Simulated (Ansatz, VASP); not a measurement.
**Two plane-wave programs on AlN**

Contents of INCAR:

```
SYSTEM = AlN
  PREC = Accurate
  ENCUT = 600
  EDIFF = 1E-6
  ISMEAR = 0
  SIGMA = 0.1
  LREAL = .FALSE.
  LASPH = .TRUE.
  NELM = 120
  ALGO = Normal
  ISIF = 2
  LWAVE = .FALSE.
  LCHARG = .FALSE.
  GGA = PE
  NBANDS = 11
  GGA_COMPAT = .FALSE.
```

KPOINTS

```
regular mesh
0
G
  8 8 8
  0 0 0
```

File POSCAR:

```
AlN
1.0
    0.0000000000      1.9780000400      1.9780000400
    1.9780000400      0.0000000000      1.9780000400
    1.9780000400      1.9780000400      0.0000000000
Al N
1 1
Direct
    0.0000000000      0.0000000000      0.0000000000
    0.5000000000      0.5000000000      0.5000000000
```

Input for Ansatz:

```yaml
crystal:
  lattice:
    - [0.0, 1.97800004, 1.97800004]
    - [1.97800004, 0.0, 1.97800004]
    - [1.97800004, 1.97800004, 0.0]
  atoms:
    - { symbol: Al, position: [0.0, 0.0, 0.0] }
    - { symbol: "N", position: [0.5, 0.5, 0.5] }
basis:
  ecutwfc: 420
kpoints:
  mp_grid: { grid: [8, 8, 8] }
hamiltonian:
  xc: pbe
scf:
  occupations: { method: gaussian, width: 0.1 }
  lower_state_search: "off"
output:
  forces: true
  stress: true
  eigenvalues: true
```

Alike in both runs: task single point; functional PBE; k mesh 8 × 8 × 8; occupations gaussian, width 0.1 eV; no spin polarisation.

|  | VASP | Ansatz |
| --- | --- | --- |
| version | VASP 6.6.1 | Ansatz 0.2.0 |
| potentials or method | VASP PAW PBE potentials, release 64 (Al, N), cutoff 600 eV | scalar-relativistic, plane waves, PAW |
| valence electrons in the cell | 8 | 8 |

VASP gave:

| Property | Result |
| --- | --- |
| gap on the k mesh at the Fermi level (eV) | 5.19 |
| least direct gap on the mesh (eV) | 6.66 |
| pressure (GPa) | 25.1 |

Q: Which values does Ansatz return?

A: gap on the k mesh at the Fermi level (eV): 5.17; least direct gap on the mesh (eV): 6.64; pressure (GPa): 25.6.

With one functional, cell and mesh, what is left measures potentials, basis and numerics.
